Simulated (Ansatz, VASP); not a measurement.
## Two plane-wave programs on InSb3

The input INCAR:

```
SYSTEM = InSb3
PREC = Accurate
ENCUT = 500
EDIFF = 1E-6
ISMEAR = 1
SIGMA = 0.1
LREAL = .False.
LASPH = .True.
NELM = 120
ALGO = Normal
ISIF = 2
LWAVE = .False.
LCHARG = .True.
GGA = PE
LELF = .True.
LVHAR = .True.
NBANDS = 22
GGA_COMPAT = .False.
```

The input KPOINTS:

```
regular mesh
0
Gamma
  6 6 6
  0 0 0
```

The input POSCAR:

```
InSb3
1.0
    4.4913853226      0.0000000000      0.0000000000
    0.0000000000      4.4913853226      0.0000000000
    0.0000000000      0.0000000000      4.4913853226
In Sb
1 3
Direct
    0.0000000000      0.0000000000      0.0000000000
    0.5000000000      0.0000000000      0.5000000000
    0.0000000000      0.5000000000      0.5000000000
    0.5000000000      0.5000000000      0.0000000000
```

Input for Ansatz:

```yaml
crystal:
  lattice:
    - [4.4913853226, 0.0, 0.0]
    - [0.0, 4.4913853226, 0.0]
    - [0.0, 0.0, 4.4913853226]
  atoms:
    - { symbol: In, position: [0.0, 0.0, 0.0] }
    - { symbol: Sb, position: [0.5, 0.0, 0.5] }
    - { symbol: Sb, position: [0.0, 0.5, 0.5] }
    - { symbol: Sb, position: [0.5, 0.5, 0.0] }
basis:
  ecutwfc: 420
kpoints:
  mp_grid: { grid: [6, 6, 6] }
hamiltonian:
  xc: pbe
scf:
  occupations: { method: methfessel_paxton }
output:
  forces: true
  stress: true
  eigenvalues: true
```

Alike in both runs: task single point; functional PBE; k mesh 6 × 6 × 6; no spin polarisation.

|  | VASP | Ansatz |
| --- | --- | --- |
| version | VASP 6.6.1 | Ansatz 0.2.0 |
| potentials or method | VASP PAW PBE potentials, release 64 (In_d, Sb), cutoff 500 eV | scalar-relativistic, plane waves, PAW |
| occupations | methfessel-paxton of order 1, width 0.1 eV | methfessel-paxton of order 1 |
| valence electrons in the cell | 28 | 58 |

|  | VASP | Ansatz | Ansatz less VASP |
| --- | --- | --- | --- |
| gap on the k mesh at the Fermi level (eV) | none | none | - |
| pressure (GPa) | 16.9 | 16.9 | +0.03 |

A gap of «none» marks a metal or a gap that the smearing closes. VASP's potentials hold 28 valence electrons a cell and Ansatz's 58, so a difference there can come from the potentials and not from the codes.

Spin-orbit coupling is off throughout.
